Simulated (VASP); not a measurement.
The system is Ta.

```
CELL_PARAMETERS angstrom
-1.64125 1.64125 1.64125
1.64125 -1.64125 1.64125
1.64125 1.64125 -1.64125
ATOMIC_POSITIONS crystal
Ta 0.00000 0.00000 0.00000
```

Base run:

```yaml
Program: VASP 6.6.1
Functional: r2SCAN
Potentials_or_basis: VASP PAW PBE potentials, release 64 (Ta_pv)
Cutoff: 520 eV
k_mesh: 11 × 11 × 11
Occupations: fermi-dirac, width 0.05 eV
Spin: no spin polarisation
```

Its results: pressure 4.5 GPa.

The run is repeated on the same cell with these changes: functional from r2SCAN to PBE; cutoff from 520 eV to 500 eV. What comes out?

Pressure 6.6 GPa.

Caveats: the PAW data sets were made with another functional, which shifts forces and pressure a little (some runs).
